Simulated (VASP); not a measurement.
Write the native input for VASP 6.6.1 that does the following.

```
Task                   : single point
Functional             : r2SCAN
Potentials or basis    : VASP PAW PBE potentials, release 64 (Bi_d)
Cutoff                 : 520 eV
k mesh                 : 8 × 8 × 8
Occupations            : gaussian, width 0.05 eV
Spin                   : no spin polarisation
Dipole correction      : no
Further INCAR settings : ALGO = Normal; EDIFF = 1e-06; NBANDS = 14
```

The system is Bi.

```
Bi
1.0
    -1.96366    1.96366    1.96366
     1.96366   -1.96366    1.96366
     1.96366    1.96366   -1.96366
Bi
1
Cartesian
  0.0000 0.0000 0.0000
```

The input as run:

POSCAR

```
Bi
1.0
   -1.9636593611      1.9636593611      1.9636593611
    1.9636593611     -1.9636593611      1.9636593611
    1.9636593611      1.9636593611     -1.9636593611
Bi
1
Direct
    0.0000000000      0.0000000000      0.0000000000
```

INCAR.step1

```
SYSTEM = Bi
  ALGO = Normal
  EDIFF = 1E-4
  ENCUT = 520
  GGA = PE
  ISMEAR = 0
  LASPH = .TRUE.
  LCHARG = .FALSE.
  LREAL = .FALSE.
  LWAVE = .TRUE.
  NBANDS = 14
  NELM = 80
  PREC = Accurate
  SIGMA = 0.05
```

INCAR.step2

```
SYSTEM = Bi
  ALGO = Normal
  EDIFF = 1E-6
  ENCUT = 520
  ISIF = 2
  ISMEAR = 0
  ISTART = 1
  LASPH = .TRUE.
  LCHARG = .FALSE.
  LMIXTAU = .TRUE.
  LREAL = .FALSE.
  LWAVE = .FALSE.
  METAGGA = R2SCAN
  NBANDS = 14
  NELM = 80
  PREC = Accurate
  SIGMA = 0.05
```

KPOINTS

```
k-points
0
G
  8 8 8
  0 0 0
```

Potentials or basis: VASP PAW PBE potentials, release 64 (Bi_d).

The run is started by

```sh
$ cat potpaw_PBE.64/Bi_d/POTCAR > POTCAR
$ cp INCAR.step1 INCAR
$ mpirun -np 1 vasp_std > vasp.out
$ cp INCAR.step2 INCAR
$ mpirun -np 1 vasp_std > vasp.out
```

It gave:

```json
{
 "Pressure": "1.4 GPa"
}
```

Caveat: the PAW data sets were made with another functional, which shifts forces and pressure a little.

It took 25 s on 1 thread of Intel(R) Xeon(R) 6975P-C (Granite Rapids), on a shared host, peak memory 0.16 GiB.
